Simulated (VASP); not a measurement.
Write the native input for VASP 6.6.1 that does the following.

| Item | Value |
| --- | --- |
| Task | single point |
| Functional | HSE06 |
| Potentials or basis | VASP PAW PBE potentials, release 64 (Be, S) |
| Cutoff | 520 eV |
| k mesh | 4 × 4 × 4 |
| Occupations | methfessel-paxton, width 0.05 eV |
| Spin | no spin polarisation |
| Dipole correction | no |
| Grid for exact exchange (PRECFOCK) | Normal |
| Further INCAR settings | ALGO = Normal; EDIFF = 1e-07; NBANDS = 11 |
| Share of exact exchange | 0.25 |
| Screening parameter | 0.2079 1/Å |

BeS:

```
CELL_PARAMETERS angstrom
0.00000 2.43431 2.43431
2.43431 0.00000 2.43431
2.43431 2.43431 0.00000
ATOMIC_POSITIONS crystal
Be 0.00000 0.00000 0.00000
S 0.25000 0.25000 0.25000
```

The input as run:

POSCAR

```
BeS
1.0
    0.0000000000      2.4343062304      2.4343062304
    2.4343062304      0.0000000000      2.4343062304
    2.4343062304      2.4343062304      0.0000000000
Be S
1 1
Direct
    0.0000000000      0.0000000000      0.0000000000
    0.2500000000      0.2500000000      0.2500000000
```

INCAR.step1

```
PREC = Accurate
ENCUT = 520
EDIFF = 1E-5
ISMEAR = 1
SIGMA = 0.05
LREAL = False
LASPH = True
NELM = 100
ALGO = Normal
ISIF = 2
LWAVE = True
NBANDS = 11
GGA = PE
```

INCAR.step2

```
PREC = Accurate
ENCUT = 520
EDIFF = 1E-7
ISMEAR = 1
SIGMA = 0.05
LREAL = False
LASPH = True
NELM = 100
ALGO = Normal
ISIF = 2
LWAVE = False
LCHARG = True
GGA = PE
LHFCALC = True
HFSCREEN = 0.2079
PRECFOCK = Normal
LELF = True
LVHAR = True
NBANDS = 11
ISTART = 1
```

KPOINTS

```
regular mesh
0
Gamma
  4 4 4
```

Potentials or basis: VASP PAW PBE potentials, release 64 (Be, S).

Launch:

```bash
$ cat potpaw_PBE.64/Be/POTCAR potpaw_PBE.64/S/POTCAR > POTCAR
$ cp INCAR.step1 INCAR
$ mpirun -np 1 vasp_std > vasp.out
$ cp INCAR.step2 INCAR
$ mpirun -np 1 vasp_std > vasp.out
```

Results of the run:

| Item | Value |
| --- | --- |
| Pressure | -0.6 GPa |
| Band gap on the k mesh | 4.08 eV (least direct gap 6.87 eV) |

Caveat: the k points lie up to 0.56 Å⁻¹ apart; the PAW data sets were made with another functional, which shifts forces and pressure a little.

It took 2.5 min on 1 thread of Intel Xeon 8259CL, with other jobs on the host, peak memory 0.25 GiB.
